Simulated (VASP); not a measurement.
A run of VASP 6.6.1 is set up as follows.

INCAR

```
SYSTEM = Ge
  PREC = Accurate
  ENCUT = 520
  EDIFF = 1E-7
  ISMEAR = -1
  SIGMA = 0.05
  LREAL = .False.
  LASPH = .True.
  NELM = 60
  ALGO = Normal
  ISIF = 2
  LWAVE = .False.
  LCHARG = .False.
  GGA = PE
  ALDAC = 0.0
  AGGAC = 0.0
  NBANDS = 21
```

File KPOINTS:

```
Automatic mesh
0
Gamma
  8 8 8
  0 0 0
```

File POSCAR:

```
Ge
1.0
    0.0000000000      2.7906767997      2.7906767997
    2.7906767997      0.0000000000      2.7906767997
    2.7906767997      2.7906767997      0.0000000000
Ge
2
Direct
    0.7500000000      0.7500000000      0.7500000000
    0.5000000000      0.5000000000      0.5000000000
```

Potentials or basis: VASP PAW PBE potentials, release 64 (Ge_d).

Command:

```bash
$ cat potpaw_PBE.64/Ge_d/POTCAR > POTCAR
$ mpirun -np 1 vasp_std > vasp.out
```

(1) Estimate the band gap on the k mesh.

(2) What does it give for the pressure?

## Answers

(1) 0.27 eV, direct.

(2) 17.6 GPa.
